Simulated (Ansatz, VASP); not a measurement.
InP: VASP beside Ansatz

File POSCAR:

```
InP
1.0
    0.0000000000      2.3679452243      2.3679452243
    2.3679452243      0.0000000000      2.3679452243
    2.3679452243      2.3679452243      0.0000000000
In P
1 1
Direct
    0.0000000000      0.0000000000      0.0000000000
    0.5000000000      0.5000000000      0.5000000000
```

INCAR.step1

```
SYSTEM = InP
ALGO = Normal
EDIFF = 1E-4
ENCUT = 520
GGA = PE
ISMEAR = -1
LASPH = .TRUE.
LCHARG = .FALSE.
LREAL = .FALSE.
LWAVE = .TRUE.
NBANDS = 16
NELM = 80
PREC = Accurate
SIGMA = 0.05
```

File INCAR.step2:

```
SYSTEM = InP
ALGO = Normal
EDIFF = 1E-6
ENCUT = 520
ISIF = 2
ISMEAR = -1
ISTART = 1
LASPH = .TRUE.
LCHARG = .FALSE.
LMIXTAU = .TRUE.
LREAL = .FALSE.
LWAVE = .FALSE.
METAGGA = R2SCAN
NBANDS = 16
NELM = 80
PREC = Accurate
SIGMA = 0.05
```

Contents of KPOINTS:

```
k-points
0
G
  14 14 14
  0 0 0
```

Input for Ansatz:

```yaml
crystal:
  lattice:
    - [0.0, 2.3679452243, 2.3679452243]
    - [2.3679452243, 0.0, 2.3679452243]
    - [2.3679452243, 2.3679452243, 0.0]
  atoms:
    - { symbol: In, position: [0.0, 0.0, 0.0] }
    - { symbol: P, position: [0.5, 0.5, 0.5] }
kpoints:
  mp_grid: { grid: [14, 14, 14] }
scf:
  occupations: { method: fermi_dirac, width: 0.05 }
hamiltonian:
  xc: r2scan
  pseudopotentials: { kind: paw }
output:
  forces: true
  stress: true
  eigenvalues: true
  populations: true
```

Change from the starting cell: volume scaled by 0.64, PAW files.

Alike in both runs: task single point; functional r2SCAN; k mesh 14 × 14 × 14; occupations fermi-dirac, width 0.05 eV; no spin polarisation.

|  | VASP | Ansatz |
| --- | --- | --- |
| version | VASP 6.6.1 | Ansatz 0.2.0 |
| potentials or method | VASP PAW PBE potentials, release 64 (In_d, P) | PAW with Ansatz's default frozen-core files, scalar-relativistic |
| plane-wave cutoff (eV) | 520 | 500 |
| valence electrons in the cell | 18 | 18 |

```csv
,VASP,Ansatz,Ansatz less VASP
pressure (GPa),104.3,104.3,-0.04
```

VASP's potentials were made for PBE, not for r2SCAN. Both programs put the cell under a high pressure, so it lies far from rest at this level.

Noted on VASP's run: the cell as given lies far from equilibrium.
